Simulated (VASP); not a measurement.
A run of VASP 6.6.1 is set up as follows.

File INCAR:

```
PREC = Accurate
ENCUT = 600
EDIFF = 1E-6
ISMEAR = -1
SIGMA = 0.08
LREAL = F
LASPH = T
NELM = 80
ALGO = Normal
ISIF = 4
LWAVE = F
LCHARG = F
GGA = PE
IBRION = 2
NSW = 50
EDIFFG = -0.005
```

File KPOINTS:

```
regular mesh
0
Gamma
  17 17 17
```

File POSCAR:

```
Ga
1.0
   -2.2130701433      2.2130701433      1.1632635350
    2.2130701433     -2.2130701433      1.1632635350
    2.2130701433      2.2130701433     -1.1632635350
Ga
2
Direct
   -0.3750000000     -0.1250000000     -0.2500000000
    0.3750000000      0.1250000000      0.2500000000
```

Potentials or basis: VASP PAW PBE potentials, release 64 (Ga_d).

Launch:

```bash
$ cat potpaw_PBE.64/Ga_d/POTCAR > POTCAR
$ mpirun -np 1 vasp_std > vasp.out
```

Q: What does it give for the band gap on the k mesh?

A: Zero (band 13 reaches 15.31 eV, above the bottom of band 14 at 4.55 eV).

Final structure:
```
Ga
1.0
    -2.21667    2.21667    1.15949
     2.21667   -2.21667    1.15949
     2.21667    2.21667   -1.15949
Ga
2
Direct
  0.62500 0.87500 0.75000
  0.37500 0.12500 0.25000
```
